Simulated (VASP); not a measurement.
# Al16Ni in VASP: a series of runs

Al16Ni is run at these levels: PBE; tasks: single point.

Everything below comes from runs of VASP 6.6.1. Logs are shortened: lines on timing, memory, paths and dates and some standing lists are left out, and cuts for length are marked.

## 1. The cell of the first run

The cell holds a slab with vacuum, 17 atoms: a = 5.728 Å, b = 5.728 Å, c = 18.015 Å, α = 90.00°, β = 90.00°, γ = 60.00°.

## 2. Single point, PBE, collinear spin, zero start

INCAR reads:

```
SYSTEM = Al16Ni
PREC = Accurate ; ENCUT = 520
EDIFF = 1E-6 ; ISMEAR = -1
SIGMA = 0.1 ; LREAL = Auto
LASPH = .TRUE. ; NELM = 150
ALGO = Normal ; ISIF = 2
LWAVE = .FALSE. ; LCHARG = .FALSE.
ISPIN = 2 ; MAGMOM = 0 0 0 0 0 0 0 0 0 0 0 0 0 0 0 0 0
LORBIT = 11 ; LMAXMIX = 4
GGA = PE ; NBANDS = 47
```

KPOINTS reads:

```
regular mesh
0
G
  4 4 1
  0 0 0
```

POSCAR reads:

```
Al16Ni
1.0
    5.7275650000      0.0000000000      0.0000000000
    2.8637820000      4.9602170000      0.0000000000
    0.0000000000      0.0000000000     18.0148060000
Al Ni
16 1
Direct
    0.0000000000      0.0000000000      0.0555098956
    0.5000000873      0.0000000000      0.0555098956
   -0.0000000504      0.5000001008      0.0555098956
    0.5000000369      0.5000001008      0.0555098956
    0.1673696854      0.1655580794      0.1866127229
    0.6700102297      0.1655740061      0.1857851814
    0.1676533347      0.6671808915      0.1877281387
    0.6676960758      0.6660033220      0.1879208136
   -0.1636344913      0.3331483280      0.3124666455
    0.3425437439      0.3274957527      0.3094006674
   -0.1685493020      0.8407710792      0.3142121542
    0.3326760710      0.8399815976      0.3161999080
   -0.0072804375      0.0336918728      0.4546151094
    0.5289162025     -0.0392571535      0.4559237552
    0.0390393334      0.4932675324      0.4347411235
    0.4875240773      0.4908422353      0.4392154986
    0.7554879633      0.5240512663      0.5241131656
```

Potentials or basis: VASP PAW PBE potentials, release 64 (Al, Ni).

Started as:

```console
$ cat potpaw_PBE.64/Al/POTCAR potpaw_PBE.64/Ni/POTCAR > POTCAR
$ mpirun -np 1 vasp_std > vasp.out
```

OUTCAR:

```text
SYSTEM = Al16Ni
   PREC = Accurate
   ENCUT = 520
   EDIFF = 1E-6
   ISMEAR = -1
   LREAL = Auto
   LASPH = .TRUE.
   NELM = 150
   ISIF = 2
   ISPIN = 2
   LORBIT = 11
   GGA = PE

 ion  position               nearest neighbor table
   1  0.000  0.000  0.056-   6 2.86   2 2.86   3 2.86   4 2.86   4 2.86   3 2.86   2 2.86   5 2.88
                             7 2.90
   2  0.500  0.000  0.056-   1 2.86   3 2.86   4 2.86   4 2.86   1 2.86   3 2.86   6 2.88   5 2.88
                             8 2.90
   3  1.000  0.500  0.056-   4 2.86   2 2.86   1 2.86   1 2.86   4 2.86   2 2.86   5 2.89   8 2.90
                             7 2.90
   4  0.500  0.500  0.056-   3 2.86   2 2.86   1 2.86   1 2.86   2 2.86   3 2.86   6 2.87   7 2.90
                             8 2.90
   5  0.167  0.166  0.187-  10 2.77   9 2.80  12 2.84   6 2.85   7 2.85   8 2.86   8 2.86   7 2.87
                             6 2.88   2 2.88   1 2.88   3 2.89
   6  0.670  0.166  0.186-  10 2.76  11 2.82   9 2.82   5 2.85   7 2.85   8 2.86   1 2.86   8 2.87
                             4 2.87   7 2.88   2 2.88   5 2.88
   7  0.168  0.667  0.188-  10 2.76  11 2.82   6 2.85   5 2.85  12 2.86   8 2.86   8 2.87   5 2.87
                             6 2.88   4 2.90   1 2.90   3 2.90
   8  0.668  0.666  0.188-   9 2.79  11 2.83  12 2.85   6 2.86   7 2.86   5 2.86   5 2.86   7 2.87
                             6 2.87   3 2.90   4 2.90   2 2.90
   9  0.836  0.333  0.312-   8 2.79   5 2.80   6 2.82  11 2.83  12 2.83  10 2.85  15 2.85  16 2.87
                            10 2.88  11 2.89  12 2.89  13 2.96
  10  0.343  0.327  0.309-  15 2.72   6 2.76   7 2.76   5 2.77  16 2.79  11 2.80  12 2.82   9 2.85
                             9 2.88  12 2.91  11 2.93  14 3.21
  11  0.831  0.841  0.314-  15 2.78  10 2.80   6 2.82   7 2.82   8 2.83   9 2.83  12 2.86  12 2.87
                             9 2.89  10 2.93  14 2.97  13 3.08
  12  0.333  0.840  0.316-  16 2.81  10 2.82   9 2.83   5 2.84   8 2.85   7 2.86  11 2.86  11 2.87
                             9 2.89  10 2.91  14 2.98  13 3.01
  13  0.993  0.034  0.455-  17 2.74  16 2.78  15 2.80  14 2.89  14 2.89   9 2.96  15 2.99  16 2.99
                            12 3.01  11 3.08
  14  0.529  0.961  0.456-  17 2.49  15 2.83  16 2.83  13 2.89  13 2.89  16 2.94  15 2.96  11 2.97
                            12 2.98  10 3.21
  15  0.039  0.493  0.435-  17 2.23  16 2.56  10 2.72  11 2.78  13 2.80  14 2.83   9 2.85  14 2.96
                            13 2.99  16 3.17
  16  0.488  0.491  0.439-  17 2.24  15 2.56  13 2.78  10 2.79  12 2.81  14 2.83   9 2.87  14 2.94
                            13 2.99  15 3.17
  17  0.755  0.524  0.524-  15 2.23  16 2.24  14 2.49  13 2.74

  LATTYP: Found a hexagonal cell.
 ALAT       =     5.7275649303
 C/A-ratio  =     3.1452818465

  Lattice vectors:

 A1 = (  -2.8637820000,  -4.9602170000,   0.0000000000)
 A2 = (   5.7275650000,   0.0000000000,   0.0000000000)
 A3 = (   0.0000000000,   0.0000000000,  18.0148060000)

Analysis of symmetry for initial positions (statically):
=====================================================================
 Subroutine PRICEL returns:
 Original cell was already a primitive cell.

 Routine SETGRP: Setting up the symmetry group for a
 hexagonal supercell.

 Subroutine GETGRP returns: Found  1 space group operations
 (whereof  1 operations were pure point group operations)
 out of a pool of 24 trial point group operations.

The static configuration has the point symmetry C_1 .

Analysis of symmetry for dynamics (positions and initial velocities):
=====================================================================
 Subroutine PRICEL returns:
 Original cell was already a primitive cell.

 Routine SETGRP: Setting up the symmetry group for a
 hexagonal supercell.

 Subroutine GETGRP returns: Found  1 space group operations
 (whereof  1 operations were pure point group operations)
 out of a pool of 24 trial point group operations.

The dynamic configuration has the point symmetry C_1 .

Analysis of structural, dynamic, and magnetic symmetry:
=====================================================================
 Subroutine PRICEL returns:
 Original cell was already a primitive cell.

 Routine SETGRP: Setting up the symmetry group for a
 hexagonal supercell.

 Subroutine GETGRP returns: Found  1 space group operations
 (whereof  1 operations were pure point group operations)
 out of a pool of 24 trial point group operations.

The overall configuration has the point symmetry C_1 .

 Subroutine INISYM returns: Found  1 space group operations
 (whereof  1 operations are pure point group operations),
 and found     1 'primitive' translations

----------------------------------------------------------------------------------------

                                     Primitive cell

  volume of cell :     511.8000

  direct lattice vectors                    reciprocal lattice vectors
     5.727565000  0.000000000  0.000000000     0.174594265 -0.100802024  0.000000000
[... 69 lines left out ...]
 Found     10 irreducible k-points:

 Following reciprocal coordinates:
            Coordinates               Weight
  0.000000  0.000000  0.000000      1.000000
  0.250000  0.000000  0.000000      2.000000
  0.250000  0.250000  0.000000      2.000000
  0.000000  0.250000  0.000000      2.000000
  0.500000  0.000000  0.000000      1.000000
  0.500000  0.500000  0.000000      1.000000
  0.000000  0.500000  0.000000      1.000000
  0.500000  0.250000  0.000000      2.000000
  0.250000  0.500000  0.000000      2.000000
 -0.250000  0.250000  0.000000      2.000000
   k-points           NKPTS =     10   k-points in BZ     NKDIM =     10   number of bands    NBANDS=     47
   number of dos      NEDOS =    301   number of ions     NIONS =     17
   total plane-waves  NPLWV = 322560
   dimension x,y,z NGX =    48 NGY =   48 NGZ =  140
   dimension x,y,z NGXF=    96 NGYF=   96 NGZF=  280
   ions per type =              16   1
   NGX,Y,Z   is equivalent  to a cutoff of  13.93, 13.93, 12.92 a.u.
   NGXF,Y,Z  is equivalent  to a cutoff of  27.86, 27.86, 25.84 a.u.
 SYSTEM =  Al16Ni
   PREC   = accura    normal or accurate (medium, high low for compatibility)
   ISTART =      0    job   : 0-new  1-cont  2-samecut
   ICHARG =      2    charge: 1-file 2-atom 10-const
   ISPIN  =      2    spin polarized calculation?
   LNONCOLLINEAR =      F non collinear calculations
   LSORBIT =      F    spin-orbit coupling
   LASPH  =      T    aspherical Exc in radial PAW
   ENCUT  =  520.0 eV  38.22 Ry    6.18 a.u.  10.65 10.65 33.50*2*pi/ulx,y,z
   NELM   =    150;   NELMIN=  2; NELMDL= -5     # of ELM steps
   EDIFF  = 0.1E-05   stopping-criterion for ELM
   LREAL  =      T    real-space projection
   EDIFFG = 0.1E-04   stopping-criterion for IOM
   NSW    =      0    number of steps for IOM
   IBRION =     -1    ionic relax: 0-MD 1-quasi-New 2-CG
   NFREE  =      0    steps in history (QN), initial steepest desc. (CG)
   ISIF   =      2    stress and relaxation
   ISYM   =      2    0-nonsym 1-usesym 2-fastsym
   POTIM  = 0.5000    time-step for ionic-motion
   TEBEG  =    0.0;   TEEND  =   0.0 temperature during run
   PSTRESS=    0.0 pullay stress
   NELECT =      58.0000    total number of electrons
   NUPDOWN=      -1.0000    fix difference up-down
   EMIN   =  10.00;   EMAX   =-10.00  energy-range for DOS
   EFERMI =   0.00;   METHOD = LEGACY
   ISMEAR =    -1;   SIGMA  =   0.10  broadening in eV -4-tet -1-fermi 0-gaus
   EFERMI_NEDOS =   21; number of points for ismear=-14 and -15
   IALGO  =     38    algorithm
   IMIX   =      4    mixing-type and parameters
     AMIX     =   0.40;   BMIX     =  1.00
     AMIX_MAG =   1.60;   BMIX_MAG =  1.00
  volume/ion in A,a.u.               =      30.11       203.16
  Fermi-wavevector in a.u.,A,eV,Ry     =   0.792229  1.497096  8.539381  0.627627
  Thomas-Fermi vector in A             =   1.897926
   LORBIT       =     11    0 simple, 1 ext, 2 COOP (PROOUT), +10 PAW based schemes
   GGA     = PE    functional components
   LHFCALC =     F    Hartree Fock is set to
   AEXX    =    0.0000 exact exchange contribution
   IVDW    =     0    specifies the selected vdW correction
   LEPSILON=     F    determine dielectric tensor
   LRPA    =     F    only Hartree local field effects (RPA)
 spin polarized calculation
  energy-cutoff  :      520.00
  volume of cell :      511.80
 maximum number of plane-waves:     13819
 NGX is ok and might be reduce to    48
   NGX = 21   NGY = 21   NGZ = 67

 number of electron      58.0000001 magnetization       0.0001245

 number of electron      58.0000001 magnetization      -0.0000044

 Free energy of the ion-electron system (eV)
  ---------------------------------------------------
  ext. energy  EPLUGINS =         0.00000000
  ---------------------------------------------------
  free energy    TOTEN  =       -61.85234309 eV

  energy without entropy =      -61.59299003  energy(sigma->0) =      -61.72266656

 E-fermi :   2.4998     XC(G=0):  -6.5706

 val. band max:        2.4974987978   @ k =   0.5000   0.2500   0.0000
 cond. band min:       2.5478030622   @ k =   0.0000   0.0000   0.0000
 fundamental gap:      0.0503042644
 Fermi energy:         2.4998302565

 spin component 1

 k-point     1 :       0.0000    0.0000    0.0000
  band No.  band energies     occupation
      1      -8.2260      1.00000
      2      -7.1311      1.00000
      3      -5.6578      1.00000
      4      -3.5090      1.00000
      5      -2.4486      1.00000
      6      -2.4442      1.00000
[... 429 lines left out ...]
     40       5.4439      0.00000
     41       5.5092      0.00000
 Fermi energy:         2.4998302565

 spin component 2

 k-point     1 :       0.0000    0.0000    0.0000
  band No.  band energies     occupation
      1      -8.2260      1.00000
      2      -7.1311      1.00000
      3      -5.6578      1.00000
      4      -3.5090      1.00000
      5      -2.4486      1.00000
      6      -2.4442      1.00000
[... 429 lines left out ...]
     40       5.4439      0.00000
     41       5.5092      0.00000
 [bands above 41 left out]

------------------------ aborting loop because EDIFF is reached ----------------------------------------

  FORCE on cell =-STRESS in cart. coord.  units (eV):
  Direction    XX          YY          ZZ          XY          YZ          ZX
  --------------------------------------------------------------------------------------
  -------------------------------------------------------------------------------------
  Total        0.5020033     -5.7632920      0.1623367     -0.1655540     -0.2602041     -0.4140892
  in kB        1.5715089    -18.0418435      0.5081909     -0.5182626     -0.8145625     -1.2962960
  external PRESSURE =      -5.3207146 kB  Pullay stress =       0.0000000 kB

 VOLUME and BASIS-vectors are now :
 -----------------------------------------------------------------------------
  energy-cutoff  :      520.00
  volume of cell :      511.80
      direct lattice vectors                 reciprocal lattice vectors
     5.727565000  0.000000000  0.000000000     0.174594265 -0.100802024  0.000000000
     2.863782000  4.960217000  0.000000000     0.000000000  0.201604083  0.000000000
     0.000000000  0.000000000 18.014806000     0.000000000  0.000000000  0.055509896

 POSITION                                       TOTAL-FORCE (eV/Angst)
 -----------------------------------------------------------------------------------
      0.00000      0.00000      1.00000         0.007075     -0.005487     -0.039856
      2.86378      0.00000      1.00000         0.004734     -0.031835      0.010142
      7.15946      2.48011      1.00000        -0.063003      0.014339      0.018145
      4.29567      2.48011      1.00000         0.063398      0.013970     -0.002239
      1.43274      0.82120      3.36179         0.007024     -0.000021     -0.008413
      4.31169      0.82128      3.34688         0.011719     -0.001227     -0.001926
[... 9 lines left out ...]
      4.19799      2.43468      7.91238        -0.023634     -0.002899     -0.077367
      5.82788      2.59941      9.44180        -0.062158     -0.080274      0.003717
 -----------------------------------------------------------------------------------
    total drift:                                0.010400     -0.000464      0.017461

  FREE ENERGIE OF THE ION-ELECTRON SYSTEM (eV)
  ---------------------------------------------------
  free  energy   TOTEN  =       -61.8523430938 eV

  energy  without entropy=      -61.5929900294  energy(sigma->0) =      -61.72266656

 total charge

# of ion       s       p       d       tot
------------------------------------------
    1        0.459   0.301   0.000   0.760
    2        0.458   0.301   0.000   0.759
    3        0.457   0.301   0.000   0.758
    4        0.457   0.301   0.000   0.758
    5        0.430   0.342   0.000   0.772
    6        0.430   0.343   0.000   0.772
[... 9 lines left out ...]
   16        0.449   0.357   0.000   0.806
   17        0.496   0.247   8.535   9.278
--------------------------------------------------
tot          7.591   5.476   8.535  21.602

 magnetization (x)

# of ion       s       p       d       tot
------------------------------------------
    1       -0.000  -0.000   0.000  -0.000
    2       -0.000  -0.000   0.000  -0.000
    3        0.000   0.000   0.000   0.000
    4        0.000  -0.000   0.000   0.000
    5        0.000  -0.000   0.000   0.000
    6        0.000  -0.000   0.000   0.000
[... 9 lines left out ...]
   16        0.000  -0.000   0.000  -0.000
   17       -0.000  -0.000  -0.000  -0.000
--------------------------------------------------
tot          0.000  -0.000  -0.000  -0.000
```

Run time: 36 min. Hardware: 1 thread of Intel Xeon Platinum 8375C at 2.90GHz (Ice Lake), shared host; peak memory 1 GiB.

Results:

| Quantity | Value |
| --- | --- |
| Free energy | -61.8523 eV |
| Largest force | 0.102 eV/Å |
| Band gap on the k mesh | zero (filled and empty bands overlap) |
| Net moment | 0.00 μB per cell |
| Valence electrons inside the program's atomic spheres | Al 0.76, 0.77, 0.78, 0.75, 0.81; Ni 9.28 |

Forces in eV/Å, atoms in the order of the input:
```
Al   0.007 -0.005 -0.040
Al   0.005 -0.032  0.010
Al  -0.063  0.014  0.018
Al   0.063  0.014 -0.002
Al   0.007  0.000 -0.008
Al   0.012 -0.001 -0.002
Al   0.007  0.005  0.005
Al   0.008  0.006  0.010
Al   0.016  0.006 -0.012
Al  -0.005  0.011 -0.017
Al   0.014  0.022  0.027
Al   0.013  0.031  0.002
Al   0.002  0.006  0.054
Al  -0.002  0.005  0.027
Al   0.002  0.001  0.003
Al  -0.024 -0.003 -0.077
Ni  -0.062 -0.080  0.004
```

(Part 1 of 2 ends here.)
